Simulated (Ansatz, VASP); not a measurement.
# One calculation of PbS, two programs

```xyz
2
Lattice="0.0000 2.9657 2.9657 2.9657 0.0000 2.9657 2.9657 2.9657 0.0000" Properties=species:S:1:pos:R:3 pbc="T T T"
Pb    0.0000    0.0000    0.0000
S     2.9657    2.9657    2.9657
```

Alike in both runs: task single point; functional RPBE; k mesh 6 × 6 × 6; no spin polarisation.

|  | VASP | Ansatz |
| --- | --- | --- |
| version | VASP 6.6.1 | Ansatz 0.2.0 |
| potentials or method | VASP PAW PBE potentials, release 64 (Pb_d, S) | plane waves, PAW |
| plane-wave cutoff (eV) | 520 | 420 |
| occupations | gaussian, width 0.01 eV | fixed |
| valence electrons in the cell | 20 | 20 |

```csv
,VASP,Ansatz,Ansatz less VASP
gap on the k mesh at the Fermi level (eV),0.46,0.45,-0.007
pressure (GPa),4.1,4.2,+0.09
```

VASP's potentials were made for PBE, not for RPBE.

Neither program's run includes spin-orbit coupling.
